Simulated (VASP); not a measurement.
# GaN (wurtzite type) (P6_3mc) in VASP: a series of runs

Runs on GaN (wurtzite type). Level: LDA. Tasks: single point.

Program: VASP 6.6.1. These are calculated values, not measurements. Logs are shortened: lines on timing, memory, paths and dates and some standing lists are left out, and cuts for length are marked.

## (1) The cell of the first run

Symmetry: P6_3mc, No. 186, hexagonal system. Conventional cell: a = 3.152 Å, b = 3.152 Å, c = 5.138 Å, α = 90.00°, β = 90.00°, γ = 120.00°. Ga (site symmetry 3m) has 4 N at 1.93 Å within 2.6 Å. Within 2.6 Å of N (site symmetry 3m) lie 4 Ga at 1.93 Å.

## (2) Single point, LDA

Input file INCAR:

```
PREC     = Accurate       # precision mode
ENCUT    = 520            # plane-wave cutoff, eV
EDIFF    = 1E-7           # SCF threshold, eV
ISMEAR   = -1             # smearing method
SIGMA    = 0.02           # smearing width, eV
LREAL    = False          # projectors in reciprocal space
LASPH    = True           # aspherical terms in the spheres
NELM     = 100            # most SCF steps
ALGO     = Normal         # electronic algorithm
ISIF     = 2              # what is computed and relaxed
LWAVE    = False          # write WAVECAR
LCHARG   = False          # write CHGCAR
NBANDS   = 46             # bands
```

Input file KPOINTS:

```
regular mesh
0
Gamma
  8 5 5
```

Input file POSCAR:

```
GaN
1.0
   -1.5758364284      2.7294287584      0.0000000000
    0.0000000000      0.0000000000      5.1380245888
    4.7275092852      2.7294287584      0.0000000000
Ga N
4 4
Direct
    0.5000000000      0.9997967160      0.1666666670
    0.0000000000      0.9997967160      0.6666666670
    0.0000000000      0.4997967160      0.3333333330
    0.5000000000      0.4997967160      0.8333333330
    0.5000000000      0.3762032840      0.1666666670
    0.0000000000      0.3762032840      0.6666666670
    0.0000000000      0.8762032840      0.3333333330
    0.5000000000      0.8762032840      0.8333333330
```

Potentials or basis: VASP PAW LDA potentials, release 64 (Ga_d, N).

Run with:

```
$ cat potpaw_LDA.64/Ga_d/POTCAR potpaw_LDA.64/N/POTCAR > POTCAR
$ mpirun -np 1 vasp_std > vasp.out
```

OUTCAR:

```text
PREC = Accurate
   ENCUT = 520
   EDIFF = 1E-7
   ISMEAR = -1
   LREAL = False
   LASPH = True
   NELM = 100
   ISIF = 2

 ion  position               nearest neighbor table
   1  0.500  1.000  0.167-   7 1.93   7 1.93   8 1.93   5 1.93
   2  0.000  1.000  0.667-   8 1.93   8 1.93   7 1.93   6 1.93
   3  0.000  0.500  0.333-   5 1.93   5 1.93   6 1.93   7 1.93
   4  0.500  0.500  0.833-   6 1.93   6 1.93   5 1.93   8 1.93
   5  0.500  0.376  0.167-   3 1.93   3 1.93   4 1.93   1 1.93
   6  0.000  0.376  0.667-   4 1.93   4 1.93   3 1.93   2 1.93
   7  0.000  0.876  0.333-   1 1.93   1 1.93   2 1.93   3 1.93
   8  0.500  0.876  0.833-   2 1.93   2 1.93   1 1.93   4 1.93

  LATTYP: Found a simple orthorhombic cell.
 ALAT       =     3.1516728568
 B/A-ratio  =     1.6302531456
 C/A-ratio  =     1.7320508076

  Lattice vectors:

 A1 = (  -1.5758364284,   2.7294287584,   0.0000000000)
 A2 = (   0.0000000000,   0.0000000000,   5.1380245888)
 A3 = (   4.7275092852,   2.7294287584,   0.0000000000)

Analysis of symmetry for initial positions (statically):
=====================================================================
 Subroutine PRICEL returns following result:

  LATTYP: Found a hexagonal cell.
 ALAT       =     3.1516728568
 C/A-ratio  =     1.6302531456

  Lattice vectors:

 A1 = (   1.5758364284,   2.7294287584,   0.0000000000)
 A2 = (  -3.1516728568,   0.0000000000,   0.0000000000)
 A3 = (   0.0000000000,   0.0000000000,   5.1380245888)

   2 primitive cells build up your supercell.

 Routine SETGRP: Setting up the symmetry group for a
 simple orthorhombic supercell.

 Subroutine GETGRP returns: Found  4 space group operations
 (whereof  2 operations were pure point group operations)
 out of a pool of  8 trial point group operations.

The static configuration has the point symmetry C_1h.
 The point group associated with its full space group is C_2v.

Analysis of symmetry for dynamics (positions and initial velocities):
=====================================================================
 Subroutine PRICEL returns following result:

  LATTYP: Found a hexagonal cell.
 ALAT       =     3.1516728568
 C/A-ratio  =     1.6302531456

  Lattice vectors:

 A1 = (   1.5758364284,   2.7294287584,   0.0000000000)
 A2 = (  -3.1516728568,   0.0000000000,   0.0000000000)
 A3 = (   0.0000000000,   0.0000000000,   5.1380245888)

   2 primitive cells build up your supercell.

 Routine SETGRP: Setting up the symmetry group for a
 simple orthorhombic supercell.

 Subroutine GETGRP returns: Found  4 space group operations
 (whereof  2 operations were pure point group operations)
 out of a pool of  8 trial point group operations.

The dynamic configuration has the point symmetry C_1h.
 The point group associated with its full space group is C_2v.

 Subroutine INISYM returns: Found  4 space group operations
 (whereof  2 operations are pure point group operations),
 and found     2 'primitive' translations

----------------------------------------------------------------------------------------

                                     Primitive cell

  volume of cell :      44.1987

  direct lattice vectors                    reciprocal lattice vectors
     1.575836428  2.729428758  0.000000000     0.000000000  0.366377029  0.000000000
    -3.151672857  0.000000000  0.000000000    -0.317291815  0.183188515  0.000000000
     0.000000000  0.000000000  5.138024589     0.000000000  0.000000000  0.194627329

  length of vectors
     3.151672857  3.151672857  5.138024589     0.366377029  0.366377029  0.194627329

  position of ions in fractional coordinates (direct lattice)
     0.666666667  0.333333333  0.999796716
     0.333333333  0.666666667  0.499796716
     0.666666667  0.333333333  0.376203284
     0.333333333  0.666666667  0.876203284

  ion indices of the primitive-cell ions
   primitive index   ion index
                 1           1
                 2           4
                 3           5
                 4           8

----------------------------------------------------------------------------------------

 KPOINTS: regular mesh

Automatic generation of k-mesh.
 Grid dimensions read from file:
 generate k-points for:    8    5    5

 Generating k-lattice:

  Cartesian coordinates                     Fractional coordinates (reciprocal lattice)
    -0.019830738  0.034347846  0.000000000     0.125000000  0.000000000  0.000000000
     0.000000000  0.000000000  0.038925466     0.000000000  0.200000000  0.000000000
     0.031729181  0.018318851  0.000000000     0.000000000  0.000000000  0.200000000

  Length of vectors
     0.039661477  0.038925466  0.036637703

  Shift w.r.t. Gamma in fractional coordinates (k-lattice)
     0.000000000  0.000000000  0.000000000

 Subroutine IBZKPT returns following result:
 ===========================================

 Found     45 irreducible k-points:

 Following reciprocal coordinates:
            Coordinates               Weight
  0.000000  0.000000  0.000000      1.000000
  0.125000  0.000000  0.000000      2.000000
  0.250000  0.000000  0.000000      2.000000
  0.375000  0.000000 -0.000000      2.000000
  0.500000  0.000000  0.000000      1.000000
  0.000000  0.200000  0.000000      2.000000
[... 16 lines left out ...]
  0.250000  0.200000  0.200000      8.000000
  0.375000  0.200000  0.200000      8.000000
 [... further k-points ...]
   k-points           NKPTS =     45   k-points in BZ     NKDIM =     45   number of bands    NBANDS=     46
   number of dos      NEDOS =    301   number of ions     NIONS =      8
   total plane-waves  NPLWV =  40320
   dimension x,y,z NGX =    24 NGY =   40 NGZ =   42
   dimension x,y,z NGXF=    48 NGYF=   80 NGZF=   84
   ions per type =               4   4
   NGX,Y,Z   is equivalent  to a cutoff of  12.66, 12.94, 12.79 a.u.
   NGXF,Y,Z  is equivalent  to a cutoff of  25.32, 25.88, 25.58 a.u.
 SYSTEM =  unknown system
   PREC   = accura    normal or accurate (medium, high low for compatibility)
   ISTART =      0    job   : 0-new  1-cont  2-samecut
   ICHARG =      2    charge: 1-file 2-atom 10-const
   ISPIN  =      1    spin polarized calculation?
   LNONCOLLINEAR =      F non collinear calculations
   LSORBIT =      F    spin-orbit coupling
   LASPH  =      T    aspherical Exc in radial PAW
   ENCUT  =  520.0 eV  38.22 Ry    6.18 a.u.   5.86  9.55 10.15*2*pi/ulx,y,z
   NELM   =    100;   NELMIN=  2; NELMDL= -5     # of ELM steps
   EDIFF  = 0.1E-06   stopping-criterion for ELM
   LREAL  =      F    real-space projection
   EDIFFG = 0.1E-05   stopping-criterion for IOM
   NSW    =      0    number of steps for IOM
   IBRION =     -1    ionic relax: 0-MD 1-quasi-New 2-CG
   NFREE  =      0    steps in history (QN), initial steepest desc. (CG)
   ISIF   =      2    stress and relaxation
   ISYM   =      2    0-nonsym 1-usesym 2-fastsym
   POTIM  = 0.5000    time-step for ionic-motion
   TEBEG  =    0.0;   TEEND  =   0.0 temperature during run
   PSTRESS=    0.0 pullay stress
   NELECT =      72.0000    total number of electrons
   NUPDOWN=      -1.0000    fix difference up-down
   EMIN   =  10.00;   EMAX   =-10.00  energy-range for DOS
   EFERMI =   0.00;   METHOD = LEGACY
   ISMEAR =    -1;   SIGMA  =   0.02  broadening in eV -4-tet -1-fermi 0-gaus
   EFERMI_NEDOS =   21; number of points for ismear=-14 and -15
   IALGO  =     38    algorithm
   IMIX   =      4    mixing-type and parameters
     AMIX     =   0.40;   BMIX     =  1.00
     AMIX_MAG =   1.60;   BMIX_MAG =  1.00
  volume/ion in A,a.u.               =      11.05        74.57
  Fermi-wavevector in a.u.,A,eV,Ry     =   1.528877  2.889159 31.803154  2.337466
  Thomas-Fermi vector in A             =   2.636576
   LORBIT       =      0    0 simple, 1 ext, 2 COOP (PROOUT), +10 PAW based schemes
   GGA     = CA    functional components
   LHFCALC =     F    Hartree Fock is set to
   AEXX    =    0.0000 exact exchange contribution
   IVDW    =     0    specifies the selected vdW correction
   LEPSILON=     F    determine dielectric tensor
   LRPA    =     F    only Hartree local field effects (RPA)
 non-spin polarized calculation
  energy-cutoff  :      520.00
  volume of cell :       88.40
 maximum number of plane-waves:      2400
 NGX is ok and might be reduce to    24
   NGX = 11   NGY = 19   NGZ = 21

 number of electron      71.9999967 magnetization

 Free energy of the ion-electron system (eV)
  ---------------------------------------------------
  ext. energy  EPLUGINS =         0.00000000
  ---------------------------------------------------
  free energy    TOTEN  =       -55.81916906 eV

  energy without entropy =      -55.81916906  energy(sigma->0) =      -55.81916906

 E-fermi :   5.8630     XC(G=0): -12.2995

 val. band max:        5.4427323121   @ k =   0.0000   0.0000   0.0000
 cond. band min:       7.5891852923   @ k =   0.0000   0.0000   0.0000
 fundamental gap:      2.1464529802
 Fermi energy:         5.8629731841

 k-point     1 :       0.0000    0.0000    0.0000
  band No.  band energies     occupation
      1     -10.7015      2.00000
      2      -9.7287      2.00000
      3      -9.7196      2.00000
      4      -9.5461      2.00000
      5      -8.1450      2.00000
      6      -8.1276      2.00000
[... 38 lines left out ...]
     45      15.3453      0.00000
     46      15.8484      0.00000

 k-point     2 :       0.1250    0.0000    0.0000
  band No.  band energies     occupation
      1     -10.5781      2.00000
      2      -9.6962      2.00000
      3      -9.6888      2.00000
      4      -9.5478      2.00000
      5      -8.1319      2.00000
      6      -8.1097      2.00000
[... 38 lines left out ...]
     45      15.3733      0.00000
     46      15.7550      0.00000

 k-point     3 :       0.2500    0.0000    0.0000
  band No.  band energies     occupation
      1     -10.2658      2.00000
      2      -9.6270      2.00000
      3      -9.6236      2.00000
      4      -9.5616      2.00000
      5      -8.1264      2.00000
      6      -8.0864      2.00000
[... 38 lines left out ...]
     45      15.1626      0.00000
     46      15.5260      0.00000

 k-point     4 :       0.3750    0.0000   -0.0000
  band No.  band energies     occupation
      1      -9.9284      2.00000
      2      -9.6059      2.00000
      3      -9.5717      2.00000
      4      -9.5713      2.00000
      5      -8.1319      2.00000
      6      -8.0828      2.00000
[... 920 lines left out ...]
     45      15.2164      0.00000
     46      15.5187      0.00000

 k-point    23 :       0.2500    0.2000    0.2000
  band No.  band energies     occupation
      1     -10.1052      2.00000
      2      -9.6508      2.00000
      3      -9.6301      2.00000
      4      -9.5473      2.00000
      5      -8.0909      2.00000
      6      -8.0868      2.00000
[... 38 lines left out ...]
     45      14.8001      0.00000
     46      15.0048      0.00000

 k-point    24 :       0.3750    0.2000    0.2000
  band No.  band energies     occupation
      1      -9.8397      2.00000
      2      -9.6235      2.00000
      3      -9.5724      2.00000
      4      -9.5464      2.00000
      5      -8.0922      2.00000
      6      -8.0677      2.00000
[... 38 lines left out ...]
     45      14.8954      0.00000
     46      15.2121      0.00000

 [... further k-points ...]
[... 5 lines left out ...]
  --------------------------------------------------------------------------------------
  -------------------------------------------------------------------------------------
  Total        0.6778044      0.6805961      0.6739018     -0.0024177      0.0000000      0.0000000
  in kB       12.2850201     12.3356201     12.2142873     -0.0438209      0.0000000      0.0000000
  external PRESSURE =      12.2783092 kB  Pullay stress =       0.0000000 kB

 VOLUME and BASIS-vectors are now :
 -----------------------------------------------------------------------------
  energy-cutoff  :      520.00
  volume of cell :       88.40
      direct lattice vectors                 reciprocal lattice vectors
    -1.575836428  2.729428758  0.000000000    -0.158645907  0.274782772  0.000000000
     0.000000000  0.000000000  5.138024589     0.000000000  0.000000000  0.194627329
     4.727509285  2.729428758  0.000000000     0.158645907  0.091594257  0.000000000

 POSITION                                       TOTAL-FORCE (eV/Angst)
 -----------------------------------------------------------------------------------
      0.00000      1.81962      5.13698        -0.000087     -0.000050      0.001161
      3.15167      1.81962      5.13698        -0.000087     -0.000050      0.001161
      1.57584      0.90981      2.56797         0.000087      0.000050      0.001161
      3.15167      3.63924      2.56797         0.000087      0.000050      0.001161
      0.00000      1.81962      1.93294         0.000042      0.000024     -0.001161
      3.15167      1.81962      1.93294         0.000042      0.000024     -0.001161
      1.57584      0.90981      4.50195        -0.000042     -0.000024     -0.001161
      3.15167      3.63924      4.50195        -0.000042     -0.000024     -0.001161
 -----------------------------------------------------------------------------------
    total drift:                               -0.000002     -0.000001      0.000799

  FREE ENERGIE OF THE ION-ELECTRON SYSTEM (eV)
  ---------------------------------------------------
  free  energy   TOTEN  =       -55.8191690566 eV

  energy  without entropy=      -55.8191690566  energy(sigma->0) =      -55.81916906
```

Wall time 2.4 min (1 thread of Intel Xeon Platinum 8488C (Sapphire Rapids), shared host); peak memory 0.25 GiB.

Results:

| Property | Result |
| --- | --- |
| Free energy | -55.8192 eV |
| Pressure | 1.2 GPa |
| Band gap on the k mesh | 2.15 eV |

## (3) Single point, LDA

Input file INCAR:

```
SYSTEM = GaN
PREC = Accurate
ENCUT = 520
EDIFF = 1E-6
ISMEAR = -1
SIGMA = 0.02
LREAL = .False.
LASPH = .True.
NELM = 100
ALGO = Normal
ISIF = 2
LWAVE = .False.
LCHARG = .True.
LELF = .True.
LVHAR = .True.
NBANDS = 46
```

Input file KPOINTS:

```
Automatic mesh
0
Gamma
  8 5 5
  0 0 0
```

POSCAR is that of step 2.

Potentials or basis: VASP PAW LDA potentials, release 64 (Ga_d, N).

Run with:

```
$ cat potpaw_LDA.64/Ga_d/POTCAR potpaw_LDA.64/N/POTCAR > POTCAR
$ mpirun -np 1 vasp_std > vasp.out
```

Wall time 2 min (1 thread of Intel Xeon Platinum 8488C (Sapphire Rapids), shared host); peak memory 0.25 GiB.

It converged, with:

- Free energy: -55.8192 eV
- Pressure: 1.3 GPa
- Band gap on the k mesh: 2.15 eV

Levels at points of the mesh, in eV from the valence-band top:
```csv
k point,band 32,band 33,band 34,band 35,band 36,band 37,band 38,band 39,band 40,band 41
"(0.00, 0.00, 0.00)",-1.08,-1.05,-0.05,0.00,0.00,2.15,4.38,5.00,5.66,6.00
"(0.50, 0.00, 0.00)",-4.13,-2.20,-2.20,-2.02,-2.02,5.61,5.61,6.82,6.82,7.78
```
